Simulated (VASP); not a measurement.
**SiMo5: relaxation of the atoms with PBE**

The system is SiMo5, a slab with vacuum.

```
CELL_PARAMETERS angstrom
3.16044 0.00000 0.00000
0.00000 3.16044 0.00000
0.00000 0.00000 25.32088
ATOMIC_POSITIONS crystal
Mo 0.50000 0.50000 0.33569
Mo 0.00000 0.00000 0.39810
Mo 0.50000 0.50000 0.45889
Mo 0.00000 0.00000 0.52385
Mo 0.50000 0.50000 0.57869
Si 0.50000 0.50000 0.68374
```

```
Program                   : VASP 6.6.1
Task                      : relaxation of the atoms
Functional                : PBE
Potentials or basis       : VASP PAW PBE potentials, release 64 (Mo_sv, Si)
Cutoff                    : 520 eV
k mesh                    : 9 × 9 × 1
Occupations               : gaussian, width 0.1 eV
Spin                      : no spin polarisation
Dipole correction         : yes
Atoms held fixed (from 0) : [0, 1]
Further INCAR settings    : ALGO = Normal; EDIFF = 1e-06; IBRION = 2; EDIFFG = -0.03; NSW = 90
```

```
Energy gained by relaxing : 29.9 meV/atom
Ionic steps               : 13
Band gap on the k mesh    : zero (bands 37 and 38 overlap by 0.78 eV)
```

Step by step:
| step | energy change (eV) | largest force on free atoms (eV/Å) | pressure (GPa) |
| --- | --- | --- | --- |
| 1 | 0.0000 | 1.7462 | -3.70 |
| 2 | -0.1397 | 0.6731 | -4.11 |
| 3 | -0.1495 | 0.5318 | -4.15 |
| 4 | -0.1693 | 0.2849 | -4.05 |
| 5 | -0.1737 | 0.3309 | -3.96 |
| 6 | -0.1770 | 0.0816 | -3.89 |
| 7 | -0.1771 | 0.0590 | -3.90 |
| 8 | -0.1775 | 0.0530 | -3.87 |
| 9 | -0.1783 | 0.0652 | -3.78 |
| 10 | -0.1782 | 0.1475 | -3.59 |
| 11 | -0.1786 | 0.1023 | -3.70 |
| 12 | -0.1789 | 0.0724 | -3.67 |
| 13 | -0.1791 | 0.0069 | -3.59 |

Final structure:
```yaml
crystal:
  lattice:
    - [3.16044, 0.00000, 0.00000]
    - [0.00000, 3.16044, 0.00000]
    - [0.00000, 0.00000, 25.32088]
  atoms:
    - { symbol: Mo, position: [0.50000, 0.50000, 0.33569] }
    - { symbol: Mo, position: [0.00000, 0.00000, 0.39810] }
    - { symbol: Mo, position: [0.50000, 0.50000, 0.45918] }
    - { symbol: Mo, position: [0.00000, 0.00000, 0.52350] }
    - { symbol: Mo, position: [0.50000, 0.50000, 0.58182] }
    - { symbol: Si, position: [0.50000, 0.50000, 0.67766] }
```

Levels at points of the mesh, in eV from the Fermi level:
```csv
k point,band 33,band 34,band 35,band 36,band 37,band 38,band 39,band 40,band 41,band 42
"(0.00, 0.00, 0.00)",-0.96,-0.76,-0.76,-0.19,-0.06,-0.06,-0.05,-0.05,1.25,1.28
```

It took 22 min on 1 thread of Intel(R) Xeon(R) Platinum 8259CL CPU @ 2.50GHz (Skylake/Cascade Lake), on a shared host, peak memory 0.4 GiB.
